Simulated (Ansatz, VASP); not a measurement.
W: VASP beside Ansatz

```
CELL_PARAMETERS angstrom
0.00000 2.20617 2.20617
2.20617 0.00000 2.20617
2.20617 2.20617 0.00000
ATOMIC_POSITIONS crystal
W 0.87500 0.87500 0.87500
W 0.12500 0.12500 0.12500
```

Alike in both runs: task single point; functional PBEsol; k mesh 14 × 14 × 14; occupations fermi-dirac, width 0.1 eV; collinear spin.

|  | VASP | Ansatz |
| --- | --- | --- |
| version | VASP 6.6.1 | Ansatz 0.2.0 |
| potentials or method | VASP PAW PBE potentials, release 64 (W_sv) | PAW with Ansatz's default frozen-core files, scalar-relativistic |
| plane-wave cutoff (eV) | 520 | 420 |
| valence electrons in the cell | 28 | 28 |

|  | VASP | Ansatz | Ansatz less VASP |
| --- | --- | --- | --- |
| gap on the k mesh at the Fermi level (eV) | none | none | - |
| net moment per atom (μB) | 0.00 | 0.00 | 0.000 |

VASP's potentials were made for PBE, not for PBEsol. A gap of «none» marks a metal or a gap that the smearing closes. Ansatz's warnings: no starting moments, stability check not made.

Spin-orbit coupling is off throughout.
